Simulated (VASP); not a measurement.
The system is TiTe2.

```
Te Ti
1.0
     3.77700    0.00000    0.00000
    -1.88850    3.27098    0.00000
     0.00000    0.00000    6.49800
Te Ti
2 1
Direct
  0.33333 0.66667 0.73720
  0.66667 0.33333 0.26280
  0.00000 0.00000 0.00000
```

Base run:

```yaml
Program: VASP 6.6.1
Functional: PBE
Dispersion: D2
Potentials_or_basis: VASP PAW PBE potentials, release 64 (Te, Ti_sv)
Cutoff: 520 eV
k_mesh: 6 × 6 × 3
Occupations: gaussian, width 0.02 eV
Spin: no spin polarisation
```

Its results: band gap on the k mesh zero (bands 12 and 13 overlap by 0.52 eV); pressure -0.2 GPa; largest force 0.167 eV/Å.

Problem. The run is repeated on the same cell with these changes: dispersion from D2 to TS. What comes out?

Solution. Band gap on the k mesh zero (bands 12 and 13 overlap by 0.52 eV); pressure -0.9 GPa; largest force 0.010 eV/Å.

Caveats: spin-orbit coupling is left out, which moves the levels of the heavy elements.
